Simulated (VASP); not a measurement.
# CaTiS2 (P-3m1) in VASP: notebook, part 2 of 2

VASP 6.6.1. The steps go on from the part before.

## Step 4: Single point, PBE

This run uses another cell than the first one, of 18.44 Å³/atom, 1.043 times its volume.

Contents of INCAR:

```
ALGO = Normal
EDIFF = 1E-6
ENCUT = 520
GGA = PE
ISIF = 2
ISMEAR = -1
LASPH = True
LCHARG = True
LELF = True
LREAL = False
LVHAR = True
LWAVE = False
NBANDS = 25
NELM = 60
PREC = Accurate
SIGMA = 0.05
```

Contents of KPOINTS:

```
k-points
0
Gamma
  8 8 4
```

Contents of POSCAR:

```
CaTiS2
1.0
    3.6206731563      0.0000000000      0.0000000000
   -1.8103365781      3.1355949322      0.0000000000
    0.0000000000      0.0000000000      6.4975979792
Ti Ca S
1 1 2
Direct
    0.0000000000      0.0000000000      0.0000000000
    0.0000000000      0.0000000000      0.5000000000
    0.6666666667      0.3333333333      0.2196630000
    0.3333333333      0.6666666667      0.7803370000
```

Potentials or basis: VASP PAW PBE potentials, release 64 (Ti_sv, Ca_sv, S).

Launch:

```sh
$ cat potpaw_PBE.64/Ti_sv/POTCAR potpaw_PBE.64/Ca_sv/POTCAR potpaw_PBE.64/S/POTCAR > POTCAR
$ mpirun -np 1 vasp_std > vasp.out
```

OUTCAR:

```text
EDIFF = 1E-6
   ENCUT = 520
   GGA = PE
   ISIF = 2
   ISMEAR = -1
   LASPH = True
   LREAL = False
   NELM = 60
   PREC = Accurate

 ion  position               nearest neighbor table
   1  0.000  0.000  0.000-   3 2.53   4 2.53   3 2.53   4 2.53   3 2.53   4 2.53
   2  0.000  0.000  0.500-   3 2.77   4 2.77   3 2.77   4 2.77   3 2.77   4 2.77
   3  0.667  0.333  0.220-   1 2.53   1 2.53   1 2.53   2 2.77   2 2.77   2 2.77
   4  0.333  0.667  0.780-   1 2.53   1 2.53   1 2.53   2 2.77   2 2.77   2 2.77

  LATTYP: Found a hexagonal cell.
 ALAT       =     3.6206731563
 C/A-ratio  =     1.7945828576

  Lattice vectors:

 A1 = (   3.6206731563,   0.0000000000,   0.0000000000)
 A2 = (  -1.8103365781,   3.1355949322,   0.0000000000)
 A3 = (   0.0000000000,   0.0000000000,   6.4975979792)

Analysis of symmetry for initial positions (statically):
=====================================================================
 Subroutine PRICEL returns:
 Original cell was already a primitive cell.

 Routine SETGRP: Setting up the symmetry group for a
 hexagonal supercell.

 Subroutine GETGRP returns: Found 12 space group operations
[... 163 lines left out ...]
  ext. energy  EPLUGINS =         0.00000000
  ---------------------------------------------------
  free energy    TOTEN  =       -24.19678381 eV

  energy without entropy =      -24.17003988  energy(sigma->0) =      -24.18341185

 E-fermi :   7.5337     XC(G=0): -10.4480

 val. band max:        7.5035726042   @ k =   0.2500   0.2500   0.2500
 cond. band min:       7.5550312471   @ k =   0.3750   0.2500   0.0000
 fundamental gap:      0.0514586430
 Fermi energy:         7.5336516184

 k-point     1 :       0.0000    0.0000    0.0000
  band No.  band energies     occupation
      1     -50.2186      2.00000
      2     -33.7707      2.00000
      3     -26.5506      2.00000
      4     -26.5506      2.00000
      5     -26.3472      2.00000
      6     -14.8764      2.00000
[... 661 lines left out ...]
     24      11.6830      0.00000
     25      12.2360      0.00000

 [... further k-points ...]
[... 5 lines left out ...]
  --------------------------------------------------------------------------------------
  -------------------------------------------------------------------------------------
  Total        0.9600693      0.9600693      1.1552295      0.0000000      0.0000000     -0.0000000
  in kB       20.8521602     20.8521602     25.0909285      0.0000000      0.0000000     -0.0000000
  external PRESSURE =      22.2650830 kB  Pullay stress =       0.0000000 kB

 VOLUME and BASIS-vectors are now :
 -----------------------------------------------------------------------------
  energy-cutoff  :      520.00
  volume of cell :       73.77
      direct lattice vectors                 reciprocal lattice vectors
     3.620673156  0.000000000  0.000000000     0.276191735  0.159459372  0.000000000
    -1.810336578  3.135594932  0.000000000     0.000000000  0.318918745  0.000000000
     0.000000000  0.000000000  6.497597979     0.000000000  0.000000000  0.153903027

 POSITION                                       TOTAL-FORCE (eV/Angst)
 -----------------------------------------------------------------------------------
      0.00000      0.00000      0.00000         0.000000      0.000000      0.000000
      0.00000      0.00000      3.24880         0.000000      0.000000      0.000000
      1.81034      1.04520      1.42728         0.000000      0.000000      0.032136
     -0.00000      2.09040      5.07032        -0.000000     -0.000000     -0.032136
 -----------------------------------------------------------------------------------
    total drift:                               -0.000000      0.000000      0.000000

  FREE ENERGIE OF THE ION-ELECTRON SYSTEM (eV)
  ---------------------------------------------------
  free  energy   TOTEN  =       -24.1967838143 eV

  energy  without entropy=      -24.1700398784  energy(sigma->0) =      -24.18341185
```

Wall time 46 s (1 thread of Intel Xeon Platinum 8488C (Sapphire Rapids), shared host); peak memory 0.22 GiB.

What came out:

```yaml
Free_energy: -24.1968 eV
Pressure: 2.2 GPa
Largest_force: 0.032 eV/Å
Band_gap_on_the_k_mesh: zero (band 17 reaches 7.60 eV, above the bottom of band 18 at 7.33 eV)
```

Forces on the atoms (eV/Å):
```
Ti   0.000  0.000  0.000
Ca   0.000  0.000  0.000
S    0.000  0.000  0.032
S    0.000  0.000 -0.032
```

## Step 5: Single point, PBE

This run uses another cell than the first one, of 18.82 Å³/atom, 1.064 times its volume.

Contents of INCAR:

```
SYSTEM = CaTiS2
PREC = Accurate
ENCUT = 520
EDIFF = 1E-6
ISMEAR = -1
SIGMA = 0.05
LREAL = .FALSE.
LASPH = .TRUE.
NELM = 80
ALGO = Normal
ISIF = 2
LWAVE = .FALSE.
LCHARG = .TRUE.
GGA = PE
LELF = .TRUE.
LVHAR = .TRUE.
NBANDS = 25
```

Contents of KPOINTS:

```
Automatic mesh
0
G
  8 8 4
  0 0 0
```

Contents of POSCAR:

```
CaTiS2
1.0
    3.6451379062      0.0000000000      0.0000000000
   -1.8225689531      3.1567820271      0.0000000000
    0.0000000000      0.0000000000      6.5415020000
Ti Ca S
1 1 2
Direct
    0.0000000000      0.0000000000      0.0000000000
    0.0000000000      0.0000000000      0.5000000000
    0.6666666667      0.3333333333      0.2196630000
    0.3333333333      0.6666666667      0.7803370000
```

Potentials or basis: VASP PAW PBE potentials, release 64 (Ti_sv, Ca_sv, S).

Launch:

```sh
$ cat potpaw_PBE.64/Ti_sv/POTCAR potpaw_PBE.64/Ca_sv/POTCAR potpaw_PBE.64/S/POTCAR > POTCAR
$ mpirun -np 1 vasp_std > vasp.out
```

OUTCAR:

```text
SYSTEM = CaTiS2
   PREC = Accurate
   ENCUT = 520
   EDIFF = 1E-6
   ISMEAR = -1
   LREAL = .FALSE.
   LASPH = .TRUE.
   NELM = 80
   ISIF = 2
   GGA = PE

 ion  position               nearest neighbor table
   1  0.000  0.000  0.000-   3 2.55   4 2.55   3 2.55   4 2.55   3 2.55   4 2.55
   2  0.000  0.000  0.500-   3 2.79   4 2.79   3 2.79   4 2.79   3 2.79   4 2.79
   3  0.667  0.333  0.220-   1 2.55   1 2.55   1 2.55   2 2.79   2 2.79   2 2.79
   4  0.333  0.667  0.780-   1 2.55   1 2.55   1 2.55   2 2.79   2 2.79   2 2.79

  LATTYP: Found a hexagonal cell.
[... 864 lines left out ...]
     25      11.9460      0.00000

 [... further k-points ...]
[... 5 lines left out ...]
  --------------------------------------------------------------------------------------
  -------------------------------------------------------------------------------------
  Total        0.1726711      0.1726711      0.1943592     -0.0000000     -0.0000000      0.0000000
  in kB        3.6753123      3.6753123      4.1369441     -0.0000000     -0.0000000      0.0000000
  external PRESSURE =       3.8291896 kB  Pullay stress =       0.0000000 kB

 VOLUME and BASIS-vectors are now :
 -----------------------------------------------------------------------------
  energy-cutoff  :      520.00
  volume of cell :       75.27
      direct lattice vectors                 reciprocal lattice vectors
     3.645137906  0.000000000  0.000000000     0.274338043  0.158389143  0.000000000
    -1.822568953  3.156782027  0.000000000     0.000000000  0.316778286  0.000000000
     0.000000000  0.000000000  6.541502000     0.000000000  0.000000000  0.152870090

 POSITION                                       TOTAL-FORCE (eV/Angst)
 -----------------------------------------------------------------------------------
      0.00000      0.00000      0.00000        -0.000000      0.000000      0.000000
      0.00000      0.00000      3.27075        -0.000000      0.000000      0.000000
      1.82257      1.05226      1.43693        -0.000000      0.000000      0.001148
     -0.00000      2.10452      5.10458         0.000000      0.000000     -0.001148
 -----------------------------------------------------------------------------------
    total drift:                               -0.000000      0.000000      0.000000

  FREE ENERGIE OF THE ION-ELECTRON SYSTEM (eV)
  ---------------------------------------------------
  free  energy   TOTEN  =       -24.2093993078 eV

  energy  without entropy=      -24.1819258955  energy(sigma->0) =      -24.19566260
```

Wall time 52 s (1 thread of Intel Xeon Platinum 8488C (Sapphire Rapids), shared host); peak memory 0.23 GiB.

Results:

```yaml
Free_energy: -24.2094 eV
Pressure: 0.4 GPa
Band_gap_on_the_k_mesh: zero (band 17 reaches 7.41 eV, above the bottom of band 18 at 7.15 eV)
```

Levels at points of the mesh, in eV from the Fermi level:
```tsv
k point	band 14	band 15	band 16	band 17	band 18	band 19	band 20	band 21
(0.00, 0.00, 0.00)	-2.94	-2.36	-2.36	-0.99	-0.19	-0.19	0.91	0.91
(0.50, 0.00, 0.00)	-4.40	-4.27	-3.53	-1.19	0.63	0.79	1.05	1.68
(0.00, 0.00, 0.50)	-3.98	-2.87	-2.87	-0.06	-0.06	0.18	1.37	1.93
(0.50, 0.00, 0.50)	-4.36	-4.04	-3.81	-0.77	0.52	0.81	1.06	2.02
```

## Step 6: Overview

| cell | gap on the mesh (eV) | pressure (GPa) | largest force (eV/Å) |
| --- | --- | --- | --- |
| a = 3.571, b = 3.571, c = 6.408 Å, angles 90.0, 90.0, 120.0°, 4 atoms | none | 6.5 | 0.10 |
| a = 3.596, b = 3.596, c = 6.453 Å, angles 90.0, 90.0, 120.0°, 4 atoms | none | 4.3 | 0.07 |
| a = 3.621, b = 3.621, c = 6.498 Å, angles 90.0, 90.0, 120.0°, 4 atoms | none | 2.2 | 0.03 |
| a = 3.645, b = 3.645, c = 6.542 Å, angles 90.0, 90.0, 120.0°, 4 atoms | none | 0.4 | - |

Alike in all rows: task single point; level PBE; potentials or basis VASP PAW PBE potentials, release 64 (Ti_sv, Ca_sv, S); no spin polarisation; k mesh 8 × 8 × 4; cutoff (eV) 520; smearing fermi-dirac 0.05 eV.

Absolute energies hang on the potentials; compare differences alone.
